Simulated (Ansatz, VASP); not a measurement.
**RbBiTe6: VASP beside Ansatz**

```
Bi Rb Te
1.0
     4.78451    2.76233    3.26288
    -4.78451    2.76233    3.26288
     0.00000   -5.52468    3.26288
Bi Rb Te
1 1 6
Direct
  0.00000 0.00000 0.00000
  0.50000 0.50000 0.50000
  0.71600 0.78900 0.10300
  0.10300 0.71600 0.78900
  0.78900 0.10300 0.71600
  0.28400 0.21100 0.89700
  0.89700 0.28400 0.21100
  0.21100 0.89700 0.28400
```

Alike in both runs: task single point; functional PBE; k mesh 3 × 3 × 3; no spin polarisation.

|  | VASP | Ansatz |
| --- | --- | --- |
| version | VASP 6.6.1 | Ansatz 0.2.0 |
| potentials or method | VASP PAW PBE potentials, release 64 (Bi_d, Rb_sv, Te), cutoff 520 eV | PAW plane waves |
| occupations | fermi-dirac, width 0.1 eV | fermi-dirac |
| valence electrons in the cell | 60 | 120 |

```tsv
	VASP	Ansatz	Ansatz less VASP
gap on the k mesh at the Fermi level (eV)	none	none	-
rms of the force components (eV/Å)	5.843	5.825	-0.0179
```

Atom by atom the forces differ by 0.018 eV/Å (rms over components). A gap of «none» marks a metal or a gap that the smearing closes. VASP's potentials hold 60 valence electrons a cell and Ansatz's 120, so a difference there can come from the potentials and not from the codes. Ansatz's warnings: structure snapped to symmetry.

Spin-orbit coupling is off throughout.
